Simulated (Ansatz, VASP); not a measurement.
**One calculation of Ca, two programs**

The input INCAR:

```
SYSTEM = Ca
PREC = Accurate
ENCUT = 520
EDIFF = 1E-6
ISMEAR = 0
SIGMA = 0.15
LREAL = .False.
LASPH = .True.
NELM = 80
ALGO = Fast
ISIF = 2
LWAVE = .False.
LCHARG = .True.
GGA = PS
LELF = .True.
LVHAR = .True.
NBANDS = 17
```

KPOINTS

```
Automatic mesh
0
Gamma
  12 12 8
  0 0 0
```

Contents of POSCAR:

```
Ca
1.0
    4.2983994823      0.0000000000      0.0000000000
   -2.1491997411      3.7225231472      0.0000000000
    0.0000000000      0.0000000000      6.2592000000
Ca
2
Direct
    0.3333333333      0.6666666667      0.2500000000
    0.6666666667      0.3333333333      0.7500000000
```

Input for Ansatz:

```yaml
crystal:
  lattice:
    - [4.2983994823, 0.0, 0.0]
    - [-2.1491997411, 3.7225231472, 0.0]
    - [0.0, 0.0, 6.2592]
  atoms:
    - { symbol: Ca, position: [0.3333333333, 0.6666666667, 0.25] }
    - { symbol: Ca, position: [0.6666666667, 0.3333333333, 0.75] }
basis:
  ecutwfc: 420
kpoints:
  mp_grid: { grid: [12, 12, 8] }
hamiltonian:
  xc: pbesol
scf:
  occupations: { method: gaussian, width: 0.15 }
output:
  forces: true
  stress: true
  eigenvalues: true
```

Change from the starting cell: strain +0.080 along x and y, -0.040 along z, atoms carried along.

Alike in both runs: task single point; functional PBEsol; k mesh 12 × 12 × 8; occupations gaussian, width 0.15 eV; no spin polarisation.

|  | VASP | Ansatz |
| --- | --- | --- |
| version | VASP 6.6.1 | Ansatz 0.2.0 |
| potentials or method | VASP PAW PBE potentials, release 64 (Ca_sv), cutoff 520 eV | scalar-relativistic, plane waves, PAW |
| valence electrons in the cell | 20 | 20 |

```csv
,VASP,Ansatz,Ansatz less VASP
gap on the k mesh at the Fermi level (eV),none,none,-
pressure (GPa),-2.5,-2.5,0.00
"traceless stress, the component that is largest in VASP (GPa)",1.29,1.29,-0.002
```

VASP's potentials were made for PBE, not for PBEsol. A gap of «none» marks a metal or a gap that the smearing closes.
